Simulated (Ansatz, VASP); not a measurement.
## Nb in VASP and in Ansatz

Contents of INCAR:

```
ALGO     = Normal         # electronic algorithm
EDIFF    = 1E-6           # SCF threshold, eV
ENCUT    = 500            # plane-wave cutoff, eV
GGA      = PE             # functional
GGA_COMPAT= F            
ISIF     = 2              # what is computed and relaxed
ISMEAR   = 0              # smearing method
LASPH    = T              # aspherical terms in the spheres
LCHARG   = T              # write CHGCAR
LELF     = T              # ELF
LREAL    = F              # projectors in reciprocal space
LVHAR    = T            
LWAVE    = F              # write WAVECAR
NBANDS   = 12             # bands
NELM     = 120            # most SCF steps
PREC     = Accurate       # precision mode
SIGMA    = 0.05           # smearing width, eV
```

The input KPOINTS:

```
k-points
0
Gamma
  8 8 8
```

POSCAR

```
Nb
1.0
    0.0000000000      2.1112159504      2.1112159504
    2.1112159504      0.0000000000      2.1112159504
    2.1112159504      2.1112159504      0.0000000000
Nb
1
Direct
    0.0000000000      0.0000000000      0.0000000000
```

Input for Ansatz:

```yaml
crystal:
  lattice:
    - [0.0, 2.1112159504, 2.1112159504]
    - [2.1112159504, 0.0, 2.1112159504]
    - [2.1112159504, 2.1112159504, 0.0]
  atoms:
    - { symbol: Nb, position: [0.0, 0.0, 0.0] }
basis:
  ecutwfc: 600
  ecutrho_ratio: 5
kpoints:
  mp_grid: { grid: [8, 8, 8] }
hamiltonian:
  xc: pbe
scf:
  occupations: { method: gaussian, width: 0.05 }
output:
  forces: true
  stress: true
  eigenvalues: true
```

Alike in both runs: task single point; functional PBE; k mesh 8 × 8 × 8; occupations gaussian, width 0.05 eV; no spin polarisation.

|  | VASP | Ansatz |
| --- | --- | --- |
| version | VASP 6.6.1 | Ansatz 0.2.0 |
| potentials or method | VASP PAW PBE potentials, release 64 (Nb_sv), cutoff 500 eV | scalar-relativistic, plane waves, PAW |
| valence electrons in the cell | 13 | 13 |

VASP gave:

- pressure (GPa): -1.1

Task: Estimate Ansatz's values.

Result: Pressure (GPa): -0.8.

With one functional, cell and mesh, what is left measures potentials, basis and numerics.
